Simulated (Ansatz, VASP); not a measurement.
# One calculation of CuI, two programs

Contents of POSCAR:

```
CuI
1.0
    0.0000000000      3.0120429050      3.0120429050
    3.0120429050      0.0000000000      3.0120429050
    3.0120429050      3.0120429050      0.0000000000
Cu I
1 1
Direct
    0.2500000000      0.2500000000      0.2500000000
    0.0000000000      0.0000000000      0.0000000000
```

The input INCAR.step1:

```
SYSTEM = CuI
  ALGO = Normal
  EDIFF = 1E-4
  ENCUT = 520
  GGA = PE
  ISMEAR = 0
  LASPH = .True.
  LCHARG = .False.
  LREAL = .False.
  LWAVE = .True.
  NBANDS = 16
  NELM = 60
  PREC = Accurate
  SIGMA = 0.01
```

File INCAR.step2:

```
SYSTEM = CuI
  ALGO = Normal
  EDIFF = 1E-6
  ENCUT = 520
  ISIF = 2
  ISMEAR = 0
  ISTART = 1
  LASPH = .True.
  LCHARG = .False.
  LMIXTAU = .True.
  LREAL = .False.
  LWAVE = .False.
  METAGGA = R2SCAN
  NBANDS = 16
  NELM = 60
  PREC = Accurate
  SIGMA = 0.01
```

KPOINTS

```
k-points
0
Gamma
  8 8 8
  0 0 0
```

Input for Ansatz:

```yaml
crystal:
  lattice:
    - [0.0, 3.012042905, 3.012042905]
    - [3.012042905, 0.0, 3.012042905]
    - [3.012042905, 3.012042905, 0.0]
  atoms:
    - { symbol: Cu, position: [0.25, 0.25, 0.25] }
    - { symbol: I, position: [0.0, 0.0, 0.0] }
kpoints:
  mp_grid: { grid: [8, 8, 8] }
  band_path:
    path:
      - [0.0, 0.0, 0.0]
      - [-0.5, -0.5, 0.0]
      - [-0.375, -0.375, 0.25]
      - [-0.375, 0.0, 0.375]
      - [0.0, 0.0, 0.5]
      - [-0.5, -0.25, 0.25]
    npoints: 1
hamiltonian:
  xc: r2scan
scf:
  occupations: { method: fixed }
  n_extra_bands: 4
output:
  forces: true
  stress: true
  eigenvalues: true
  write_density: true
  write_potential: true
  elf: true
  volumetric_format: npy
```

Alike in both runs: task single point; functional r2SCAN; k mesh 8 × 8 × 8; no spin polarisation.

|  | VASP | Ansatz |
| --- | --- | --- |
| version | VASP 6.6.1 | Ansatz 0.2.0 |
| potentials or method | VASP PAW PBE potentials, release 64 (Cu, I) | plane waves, PAW |
| plane-wave cutoff (eV) | 520 | 500 |
| occupations | gaussian, width 0.01 eV | fixed |
| valence electrons in the cell | 18 | 36 |

```csv
,VASP,Ansatz,Ansatz less VASP
gap on the k mesh at the Fermi level (eV),1.67,1.67,-0.005
pressure (GPa),-0.1,0.0,+0.04
```

VASP's potentials were made for PBE, not for r2SCAN. VASP's potentials hold 18 valence electrons a cell and Ansatz's 36, so a difference there can come from the potentials and not from the codes.

Neither program's run includes spin-orbit coupling.
